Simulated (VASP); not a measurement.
# SnO (P4/nmm) in VASP: further runs

SnO is run at these levels: LDA; tasks: single point.

All numbers are computed with VASP 6.6.1; they aren't measurements. Logs are shortened: lines on timing, memory, paths and dates and some standing lists are left out, and cuts for length are marked.

### Step 1. The cell of the first run

Symmetry: P4/nmm, No. 129, tetragonal system. Conventional cell: a = 3.802 Å, b = 3.802 Å, c = 4.884 Å, α = 90.00°, β = 90.00°, γ = 90.00°. Sn (site symmetry 4mm) has 4 O at 2.23 Å within 2.9 Å. Within 2.9 Å of O (site symmetry -4m2) lie 4 Sn at 2.23 Å and 4 O at 2.69 Å.

### Step 2. Single point, LDA (zz strain of +1 %)

Contents of INCAR:

```
SYSTEM = SnO
PREC = Accurate
ENCUT = 520
EDIFF = 1E-7
ISMEAR = -1
SIGMA = 0.02
LREAL = .FALSE.
LASPH = .TRUE.
NELM = 80
ALGO = Normal
ISIF = 2
LWAVE = .FALSE.
LCHARG = .TRUE.
GGA = CA
LELF = .TRUE.
LVHAR = .TRUE.
NBANDS = 28
```

Contents of KPOINTS:

```
regular mesh
0
G
  6 6 5
  0 0 0
```

Contents of POSCAR:

```
SnO
1.0
    3.8020000000      0.0000000000      0.0000000000
    0.0000000000      3.8020000000      0.0000000000
    0.0000000000      0.0000000000      4.8843600000
Sn O
2 2
Direct
    0.0000000000      0.5000000000      0.2385000000
    0.5000000000      0.0000000000      0.7615000000
    0.0000000000      0.0000000000      0.0000000000
    0.5000000000      0.5000000000      0.0000000000
```

Potentials or basis: VASP PAW LDA potentials, release 64 (Sn_d, O).

Launch:

```sh
> cat potpaw_LDA.64/Sn_d/POTCAR potpaw_LDA.64/O/POTCAR > POTCAR
> mpirun -np 1 vasp_std > vasp.out
```

OUTCAR:

```text
SYSTEM = SnO
   PREC = Accurate
   ENCUT = 520
   EDIFF = 1E-7
   ISMEAR = -1
   LREAL = .FALSE.
   LASPH = .TRUE.
   NELM = 80
   ISIF = 2
   GGA = CA

 ion  position               nearest neighbor table
   1  0.000  0.500  0.239-   3 2.23   4 2.23   3 2.23   4 2.23   2 3.56   2 3.56   2 3.56   2 3.56
                             2 3.71   2 3.71   2 3.71   2 3.71
   2  0.500  0.000  0.761-   3 2.23   4 2.23   4 2.23   3 2.23   1 3.56   1 3.56   1 3.56   1 3.56
                             1 3.71   1 3.71   1 3.71   1 3.71
   3  0.000  0.000  0.000-   1 2.23   2 2.23   1 2.23   2 2.23
   4  0.500  0.500  0.000-   1 2.23   2 2.23   2 2.23   1 2.23

  LATTYP: Found a simple tetragonal cell.
 ALAT       =     3.8020000000
 C/A-ratio  =     1.2846817464

  Lattice vectors:

 A1 = (   3.8020000000,   0.0000000000,   0.0000000000)
 A2 = (   0.0000000000,   3.8020000000,   0.0000000000)
 A3 = (   0.0000000000,   0.0000000000,   4.8843600000)

Analysis of symmetry for initial positions (statically):
=====================================================================
 Subroutine PRICEL returns:
 Original cell was already a primitive cell.

 Routine SETGRP: Setting up the symmetry group for a
 simple tetragonal supercell.

 Subroutine GETGRP returns: Found 16 space group operations
 (whereof  8 operations were pure point group operations)
 out of a pool of 16 trial point group operations.

The static configuration has the point symmetry D_2d.
 The point group associated with its full space group is D_4h.

Analysis of symmetry for dynamics (positions and initial velocities):
=====================================================================
 Subroutine PRICEL returns:
 Original cell was already a primitive cell.

 Routine SETGRP: Setting up the symmetry group for a
 simple tetragonal supercell.

 Subroutine GETGRP returns: Found 16 space group operations
 (whereof  8 operations were pure point group operations)
 out of a pool of 16 trial point group operations.

The dynamic configuration has the point symmetry D_2d.
 The point group associated with its full space group is D_4h.

 Subroutine INISYM returns: Found 16 space group operations
 (whereof  8 operations are pure point group operations),
 and found     1 'primitive' translations

----------------------------------------------------------------------------------------

                                     Primitive cell

  volume of cell :      70.6044

  direct lattice vectors                    reciprocal lattice vectors
     3.802000000  0.000000000  0.000000000     0.263019463  0.000000000  0.000000000
     0.000000000  3.802000000  0.000000000     0.000000000  0.263019463  0.000000000
     0.000000000  0.000000000  4.884360000     0.000000000  0.000000000  0.204735114

  length of vectors
     3.802000000  3.802000000  4.884360000     0.263019463  0.263019463  0.204735114

  position of ions in fractional coordinates (direct lattice)
     0.000000000  0.500000000  0.238500000
     0.500000000  0.000000000  0.761500000
     0.000000000  0.000000000  0.000000000
     0.500000000  0.500000000  0.000000000

  ion indices of the primitive-cell ions
   primitive index   ion index
                 1           1
                 2           2
                 3           3
                 4           4

----------------------------------------------------------------------------------------

 KPOINTS: regular mesh

Automatic generation of k-mesh.
 Grid dimensions read from file:
 generate k-points for:    6    6    5

 Generating k-lattice:

  Cartesian coordinates                     Fractional coordinates (reciprocal lattice)
     0.043836577  0.000000000  0.000000000     0.166666667  0.000000000  0.000000000
     0.000000000  0.043836577  0.000000000     0.000000000  0.166666667  0.000000000
     0.000000000  0.000000000  0.040947023     0.000000000  0.000000000  0.200000000

  Length of vectors
     0.043836577  0.043836577  0.040947023

  Shift w.r.t. Gamma in fractional coordinates (k-lattice)
     0.000000000  0.000000000  0.000000000

 Subroutine IBZKPT returns following result:
 ===========================================

 Found     30 irreducible k-points:

 Following reciprocal coordinates:
            Coordinates               Weight
  0.000000  0.000000  0.000000      1.000000
  0.166667  0.000000  0.000000      4.000000
  0.333333  0.000000  0.000000      4.000000
  0.500000  0.000000  0.000000      2.000000
  0.166667  0.166667  0.000000      4.000000
  0.333333  0.166667  0.000000      8.000000
[... 16 lines left out ...]
  0.333333  0.000000  0.400000      8.000000
  0.500000  0.000000  0.400000      4.000000
 [... further k-points ...]
   k-points           NKPTS =     30   k-points in BZ     NKDIM =     30   number of bands    NBANDS=     28
   number of dos      NEDOS =    301   number of ions     NIONS =      4
   total plane-waves  NPLWV =  28224
   dimension x,y,z NGX =    28 NGY =   28 NGZ =   36
   dimension x,y,z NGXF=    56 NGYF=   56 NGZF=   72
   ions per type =               2   2
   NGX,Y,Z   is equivalent  to a cutoff of  12.24, 12.24, 12.25 a.u.
   NGXF,Y,Z  is equivalent  to a cutoff of  24.49, 24.49, 24.51 a.u.
 SYSTEM =  SnO
   PREC   = accura    normal or accurate (medium, high low for compatibility)
   ISTART =      0    job   : 0-new  1-cont  2-samecut
   ICHARG =      2    charge: 1-file 2-atom 10-const
   ISPIN  =      1    spin polarized calculation?
   LNONCOLLINEAR =      F non collinear calculations
   LSORBIT =      F    spin-orbit coupling
   LASPH  =      T    aspherical Exc in radial PAW
   ENCUT  =  520.0 eV  38.22 Ry    6.18 a.u.   7.07  7.07  9.08*2*pi/ulx,y,z
   NELM   =     80;   NELMIN=  2; NELMDL= -5     # of ELM steps
   EDIFF  = 0.1E-06   stopping-criterion for ELM
   LREAL  =      F    real-space projection
   EDIFFG = 0.1E-05   stopping-criterion for IOM
   NSW    =      0    number of steps for IOM
   IBRION =     -1    ionic relax: 0-MD 1-quasi-New 2-CG
   NFREE  =      0    steps in history (QN), initial steepest desc. (CG)
   ISIF   =      2    stress and relaxation
   ISYM   =      2    0-nonsym 1-usesym 2-fastsym
   POTIM  = 0.5000    time-step for ionic-motion
   TEBEG  =    0.0;   TEEND  =   0.0 temperature during run
   PSTRESS=    0.0 pullay stress
   NELECT =      40.0000    total number of electrons
   NUPDOWN=      -1.0000    fix difference up-down
   EMIN   =  10.00;   EMAX   =-10.00  energy-range for DOS
   EFERMI =   0.00;   METHOD = LEGACY
   ISMEAR =    -1;   SIGMA  =   0.02  broadening in eV -4-tet -1-fermi 0-gaus
   EFERMI_NEDOS =   21; number of points for ismear=-14 and -15
   IALGO  =     38    algorithm
   IMIX   =      4    mixing-type and parameters
     AMIX     =   0.40;   BMIX     =  1.00
     AMIX_MAG =   1.60;   BMIX_MAG =  1.00
  volume/ion in A,a.u.               =      17.65       119.12
  Fermi-wavevector in a.u.,A,eV,Ry     =   1.354620  2.559861 24.966633  1.834996
  Thomas-Fermi vector in A             =   2.481776
   LORBIT       =      0    0 simple, 1 ext, 2 COOP (PROOUT), +10 PAW based schemes
   GGA     = CA    functional components
   LHFCALC =     F    Hartree Fock is set to
   AEXX    =    0.0000 exact exchange contribution
   IVDW    =     0    specifies the selected vdW correction
   LEPSILON=     F    determine dielectric tensor
   LRPA    =     F    only Hartree local field effects (RPA)
 non-spin polarized calculation
  energy-cutoff  :      520.00
  volume of cell :       70.60
 maximum number of plane-waves:      1913
   NGX = 15   NGY = 15   NGZ = 19

 number of electron      39.9999985 magnetization

 Free energy of the ion-electron system (eV)
  ---------------------------------------------------
  ext. energy  EPLUGINS =         0.00000000
  ---------------------------------------------------
  free energy    TOTEN  =       -25.69676041 eV

  energy without entropy =      -25.69649101  energy(sigma->0) =      -25.69662571

 E-fermi :   6.7693     XC(G=0): -10.6268

 val. band max:        6.7387059517   @ k =   0.0000   0.0000   0.0000
 cond. band min:       6.8139465827   @ k =   0.5000   0.5000   0.0000
 fundamental gap:      0.0752406309
 Fermi energy:         6.7693435355

 k-point     1 :       0.0000    0.0000    0.0000
  band No.  band energies     occupation
      1     -15.0875      2.00000
      2     -14.6839      2.00000
      3     -14.6829      2.00000
      4     -14.6829      2.00000
      5     -14.6325      2.00000
      6     -14.6267      2.00000
[... 20 lines left out ...]
     27      13.4606      0.00000
     28      13.9061      0.00000

 k-point     2 :       0.1667    0.0000    0.0000
  band No.  band energies     occupation
      1     -15.0729      2.00000
      2     -14.6924      2.00000
      3     -14.6780      2.00000
      4     -14.6762      2.00000
      5     -14.6429      2.00000
      6     -14.6352      2.00000
[... 20 lines left out ...]
     27      13.7551      0.00000
     28      15.7588      0.00000

 k-point     3 :       0.3333    0.0000    0.0000
  band No.  band energies     occupation
      1     -15.0328      2.00000
      2     -14.8356      2.00000
      3     -14.6632      2.00000
      4     -14.6601      2.00000
      5     -14.6435      2.00000
      6     -14.6405      2.00000
[... 20 lines left out ...]
     27      14.2507      0.00000
     28      16.9667      0.00000

 k-point     4 :       0.5000    0.0000    0.0000
  band No.  band energies     occupation
      1     -14.9595      2.00000
      2     -14.9595      2.00000
      3     -14.6468      2.00000
      4     -14.6468      2.00000
      5     -14.6466      2.00000
      6     -14.6466      2.00000
[... 578 lines left out ...]
     27      14.7030      0.00000
     28      15.8794      0.00000

 k-point    23 :       0.3333    0.0000    0.4000
  band No.  band energies     occupation
      1     -15.0338      2.00000
      2     -14.8604      2.00000
      3     -14.6753      2.00000
      4     -14.6590      2.00000
      5     -14.6466      2.00000
      6     -14.6461      2.00000
[... 20 lines left out ...]
     27      15.0955      0.00000
     28      16.8106      0.00000

 k-point    24 :       0.5000    0.0000    0.4000
  band No.  band energies     occupation
      1     -14.9740      2.00000
      2     -14.9740      2.00000
      3     -14.6751      2.00000
      4     -14.6751      2.00000
      5     -14.6406      2.00000
      6     -14.6406      2.00000
[... 20 lines left out ...]
     27      15.7486      0.00000
     28      15.7486      0.00000

 [... further k-points ...]

------------------------ aborting loop because EDIFF is reached ----------------------------------------

  FORCE on cell =-STRESS in cart. coord.  units (eV):
  Direction    XX          YY          ZZ          XY          YZ          ZX
  --------------------------------------------------------------------------------------
  -------------------------------------------------------------------------------------
  Total       -1.3955518     -1.3955518     -1.5564679      0.0000000      0.0000000      0.0000000
  in kB      -31.6682939    -31.6682939    -35.3198513      0.0000000      0.0000000      0.0000000
  external PRESSURE =     -32.8854797 kB  Pullay stress =       0.0000000 kB

 VOLUME and BASIS-vectors are now :
 -----------------------------------------------------------------------------
  energy-cutoff  :      520.00
  volume of cell :       70.60
      direct lattice vectors                 reciprocal lattice vectors
     3.802000000  0.000000000  0.000000000     0.263019463  0.000000000  0.000000000
     0.000000000  3.802000000  0.000000000     0.000000000  0.263019463  0.000000000
     0.000000000  0.000000000  4.884360000     0.000000000  0.000000000  0.204735114

 POSITION                                       TOTAL-FORCE (eV/Angst)
 -----------------------------------------------------------------------------------
      0.00000      1.90100      1.16492         0.000000     -0.000000     -0.336141
      1.90100      0.00000      3.71944         0.000000     -0.000000      0.336141
      0.00000      0.00000      0.00000         0.000000     -0.000000      0.000000
      1.90100      1.90100      0.00000         0.000000      0.000000      0.000000
 -----------------------------------------------------------------------------------
    total drift:                                0.000000      0.000000      0.000000

  FREE ENERGIE OF THE ION-ELECTRON SYSTEM (eV)
  ---------------------------------------------------
  free  energy   TOTEN  =       -25.6967604054 eV

  energy  without entropy=      -25.6964910057  energy(sigma->0) =      -25.69662571
```

Wall time 32 s (1 thread of Intel Xeon 6975P-C, shared host); peak memory 0.18 GiB.

What came out:

```yaml
Free_energy: -25.6968 eV
Pressure: -3.3 GPa
Largest_force: 0.336 eV/Å
Band_gap_on_the_k_mesh: 0.08 eV, indirect (least direct gap 1.98 eV)
```

Forces in eV/Å, atoms in the order of the input:
```
Sn   0.000  0.000 -0.336
Sn   0.000  0.000  0.336
O    0.000  0.000  0.000
O    0.000  0.000  0.000
```

Levels at points of the mesh, in eV from the valence-band top:
```tsv
k point	band 18	band 19	band 20	band 21	band 22	band 23
(0.00, 0.00, 0.00)	-3.08	-3.08	0.00	2.07	4.20	4.67
(0.50, 0.00, 0.00)	-4.78	-2.70	-2.70	3.08	3.08	5.84
(0.50, 0.50, 0.00)	-2.41	-1.91	-1.91	0.08	0.08	4.33
```

Caveat: the cell differs from its parent crystal (zz strain of +1 %); spin-orbit coupling is left out, which moves the levels of the heavy elements. A k mesh can miss the band edges.

### Step 3. Single point, LDA (volume scaled by 1.02)

Contents of INCAR:

```
PREC = Accurate
ENCUT = 520
EDIFF = 1E-7
ISMEAR = -1
SIGMA = 0.02
LREAL = F
LASPH = T
NELM = 100
ALGO = Normal
ISIF = 2
LWAVE = F
LCHARG = F
NBANDS = 28
```

Contents of KPOINTS:

```
regular mesh
0
Gamma
  6 6 5
```

Contents of POSCAR:

```
SnO
1.0
    3.8271795418      0.0000000000      0.0000000000
    0.0000000000      3.8271795418      0.0000000000
    0.0000000000      0.0000000000      4.8680274234
Sn O
2 2
Direct
    0.0000000000      0.5000000000      0.2385000000
    0.5000000000      0.0000000000      0.7615000000
    0.0000000000      0.0000000000      0.0000000000
    0.5000000000      0.5000000000      0.0000000000
```

Potentials or basis: VASP PAW LDA potentials, release 64 (Sn_d, O).

Launch:

```sh
> cat potpaw_LDA.64/Sn_d/POTCAR potpaw_LDA.64/O/POTCAR > POTCAR
> mpirun -np 1 vasp_std > vasp.out
```

Run time: 34 s. Hardware: 1 thread of Intel Xeon 6975P-C, shared host; peak memory 0.18 GiB.

It converged, with:

* Free energy: -25.6806 eV
* Pressure: -4.3 GPa
* Largest force: 0.416 eV/Å
* Band gap on the k mesh: 0.15 eV, indirect (least direct gap 1.98 eV)

Forces on the atoms (eV/Å):
```
Sn   0.000  0.000 -0.416
Sn   0.000  0.000  0.416
O    0.000  0.000  0.000
O    0.000  0.000  0.000
```

Stress tensor (GPa, compression positive):
```
-4.47  0.00  0.00
 0.00 -4.47  0.00
 0.00  0.00 -3.89
```

Levels at points of the mesh, in eV from the valence-band top:
```
           k point  band 18  band 19  band 20  band 21  band 22  band 23
(0.00, 0.00, 0.00)    -3.00    -3.00     0.00     2.06     4.28     4.68
(0.50, 0.00, 0.00)    -4.67    -2.58    -2.58     3.14     3.14     5.84
(0.50, 0.50, 0.00)    -2.33    -1.83    -1.83     0.15     0.15     4.43
```

Caveat: spin-orbit coupling is left out, which moves the levels of the heavy elements. A k mesh can miss the band edges.

### Step 4. Single point, LDA (zz strain of +2 %)

Contents of INCAR:

```
SYSTEM = SnO
PREC = Accurate
ENCUT = 520
EDIFF = 1E-6
ISMEAR = -1
SIGMA = 0.02
LREAL = .FALSE.
LASPH = .TRUE.
NELM = 60
ALGO = Normal
ISIF = 2
LWAVE = .FALSE.
LCHARG = .FALSE.
GGA = CA
NBANDS = 28
```

Contents of KPOINTS:

```
Automatic mesh
0
G
  6 6 5
  0 0 0
```

Contents of POSCAR:

```
SnO
1.0
    3.8020000000      0.0000000000      0.0000000000
    0.0000000000      3.8020000000      0.0000000000
    0.0000000000      0.0000000000      4.9327200000
Sn O
2 2
Direct
    0.0000000000      0.5000000000      0.2385000000
    0.5000000000      0.0000000000      0.7615000000
    0.0000000000      0.0000000000      0.0000000000
    0.5000000000      0.5000000000      0.0000000000
```

Launch:

```sh
> cat potpaw_LDA.64/Sn_d/POTCAR potpaw_LDA.64/O/POTCAR > POTCAR
> mpirun -np 1 vasp_std > vasp.out
```

Wall time 38 s (1 thread of Intel Xeon 6975P-C, shared host); peak memory 0.18 GiB.

Results (log left out):

```
Free energy            : -25.6796 eV
Pressure               : -4.0 GPa
Largest force          : 0.522 eV/Å
Band gap on the k mesh : 0.07 eV, indirect (least direct gap 2.01 eV)
```

Forces in eV/Å, atoms in the order of the input:
```
Sn   0.000  0.000 -0.522
Sn   0.000  0.000  0.522
O    0.000  0.000  0.000
O    0.000  0.000  0.000
```

Stress tensor (GPa, compression positive):
```
-3.72  0.00  0.00
 0.00 -3.72  0.00
 0.00  0.00 -4.65
```

Levels at points of the mesh, in eV from the valence-band top:
| k point | band 16 | band 17 | band 18 | band 19 | band 20 | band 21 | band 22 | band 23 | band 24 | band 25 |
| --- | --- | --- | --- | --- | --- | --- | --- | --- | --- | --- |
| (0.00, 0.00, 0.00) | -6.14 | -3.40 | -3.01 | -3.01 | 0.00 | 2.05 | 4.14 | 4.65 | 4.65 | 5.47 |
| (0.50, 0.00, 0.00) | -4.96 | -4.71 | -4.71 | -2.70 | -2.70 | 3.01 | 3.01 | 5.81 | 5.81 | 5.87 |
| (0.50, 0.50, 0.00) | -5.10 | -2.35 | -2.35 | -1.94 | -1.94 | 0.07 | 0.07 | 4.27 | 4.27 | 6.90 |

Caveat: the cell differs from its parent crystal (zz strain of +2 %); spin-orbit coupling is left out, which moves the levels of the heavy elements.

### Step 5. Single point, LDA (volume scaled by 1.06)

Contents of INCAR:

```
ALGO = Normal
EDIFF = 1E-6
ENCUT = 520
ISIF = 2
ISMEAR = -1
LASPH = True
LCHARG = False
LREAL = False
LWAVE = False
NBANDS = 28
NELM = 60
PREC = Accurate
SIGMA = 0.02
```

Contents of KPOINTS:

```
k-points
0
Gamma
  6 6 5
```

Contents of POSCAR:

```
SnO
1.0
    3.8765679508      0.0000000000      0.0000000000
    0.0000000000      3.8765679508      0.0000000000
    0.0000000000      0.0000000000      4.9308476092
Sn O
2 2
Direct
    0.0000000000      0.5000000000      0.2385000000
    0.5000000000      0.0000000000      0.7615000000
    0.0000000000      0.0000000000      0.0000000000
    0.5000000000      0.5000000000      0.0000000000
```

Launch:

```sh
> cat potpaw_LDA.64/Sn_d/POTCAR potpaw_LDA.64/O/POTCAR > POTCAR
> mpirun -np 1 vasp_std > vasp.out
```

Run time: 55 s. Hardware: 1 thread of Intel Xeon 6975P-C, shared host; peak memory 0.19 GiB.

It converged, with:

| Property | Result |
| --- | --- |
| Free energy | -25.5814 eV |
| Pressure | -7.3 GPa |
| Largest force | 0.886 eV/Å |
| Band gap on the k mesh | 0.28 eV, indirect (least direct gap 2.00 eV) |

Forces on the atoms (eV/Å):
```
Sn   0.000  0.000 -0.886
Sn   0.000  0.000  0.886
O    0.000  0.000  0.000
O    0.000  0.000  0.000
```

Stress tensor (GPa, compression positive):
```
-7.70  0.00  0.00
 0.00 -7.70  0.00
 0.00  0.00 -6.42
```

Levels at points of the mesh, in eV from the valence-band top:
```csv
k point,band 17,band 18,band 19,band 20,band 21,band 22,band 23,band 24
"(0.00, 0.00, 0.00)",-3.03,-2.73,-2.73,0.00,2.00,4.32,4.67,4.67
"(0.50, 0.00, 0.00)",-4.33,-4.33,-2.39,-2.39,3.10,3.10,5.76,5.76
"(0.50, 0.50, 0.00)",-2.09,-2.09,-1.75,-1.75,0.28,0.28,4.48,4.48
```

Caveat: spin-orbit coupling is left out, which moves the levels of the heavy elements. A k mesh can miss the band edges.

### Step 6. Overview

| cell | gap on the mesh (eV) | pressure (GPa) | largest force (eV/Å) |
| --- | --- | --- | --- |
| a = 3.802, b = 3.802, c = 4.884 Å, 4 atoms | 0.08 | -3.3 | 0.34 |
| a = 3.827, b = 3.827, c = 4.868 Å, 4 atoms | 0.15 | -4.3 | 0.42 |
| a = 3.802, b = 3.802, c = 4.933 Å, 4 atoms | 0.07 | -4.0 | 0.52 |
| a = 3.877, b = 3.877, c = 4.931 Å, 4 atoms | 0.28 | -7.3 | 0.89 |

Alike in all rows: task single point; level LDA; potentials or basis VASP PAW LDA potentials, release 64 (Sn_d, O); no spin polarisation; k mesh 6 × 6 × 5; cutoff (eV) 520; smearing fermi-dirac 0.02 eV.

Caveats: spin-orbit coupling is left out, which moves the levels of the heavy elements.

Total energies depend on the potentials used, so only differences within one code and one set of settings carry meaning.
